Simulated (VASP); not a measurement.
Input of a VASP 6.6.1 run:

INCAR

```
PREC     = Accurate       # precision mode
ENCUT    = 520            # plane-wave cutoff, eV
EDIFF    = 1E-6           # SCF threshold, eV
ISMEAR   = -1             # smearing method
SIGMA    = 0.05           # smearing width, eV
LREAL    = F              # projectors in reciprocal space
LASPH    = T              # aspherical terms in the spheres
NELM     = 60             # most SCF steps
ALGO     = Normal         # electronic algorithm
ISIF     = 2              # what is computed and relaxed
LWAVE    = F              # write WAVECAR
LCHARG   = F              # write CHGCAR
GGA      = RE             # functional
NBANDS   = 63             # bands
```

The input KPOINTS:

```
regular mesh
0
Gamma
  6 6 4
```

POSCAR

```
HfIn4SiO6
1.0
    2.7158500000     -4.7035700000      0.0083300000
    2.7158500000      4.7035700000      0.0083300000
   -1.8791500000      0.0000000000      7.4012700000
Hf In Si O
1 4 1 6
Direct
    0.7883500000      0.2116500000      0.0000000000
    0.6217500000      0.3782500000      0.5000000000
    0.4550200000      0.5449800000      0.0000000000
    0.2840700000      0.7159300000      0.5000000000
    0.9581400000      0.0418600000      0.5000000000
    0.1216800000      0.8783200000      0.0000000000
    0.0621900000      0.1141500000      0.8666600000
    0.8858500000      0.9378100000      0.1333400000
    0.7949000000      0.5378400000      0.8666300000
    0.4621600000      0.2051000000      0.1333700000
    0.1535200000      0.6287900000      0.1333300000
    0.3712100000      0.8464800000      0.8666700000
```

Potentials or basis: VASP PAW PBE potentials, release 64 (Hf_pv, In_d, Si, O).

Launch:

```sh
$ cat potpaw_PBE.64/Hf_pv/POTCAR potpaw_PBE.64/In_d/POTCAR potpaw_PBE.64/Si/POTCAR potpaw_PBE.64/O/POTCAR > POTCAR
$ mpirun -np 1 vasp_std > vasp.out
```

Task: Estimate the largest force.

Result: 0.133 eV/Å.

Task: What does it give for the pressure?

Result: 1.8 GPa.

Forces on the atoms (eV/Å):
```
Hf   0.000  0.008  0.000
In   0.000  0.010  0.000
In   0.000  0.000  0.000
In   0.000 -0.030  0.000
In   0.000  0.021  0.000
Si   0.000  0.004  0.000
O   -0.039  0.105 -0.062
O    0.039  0.105  0.062
O   -0.071 -0.093 -0.064
O    0.071 -0.093  0.064
O   -0.106 -0.019  0.065
O    0.106 -0.019 -0.065
```

Caveat: the PAW data sets were made with another functional, which shifts forces and pressure a little.
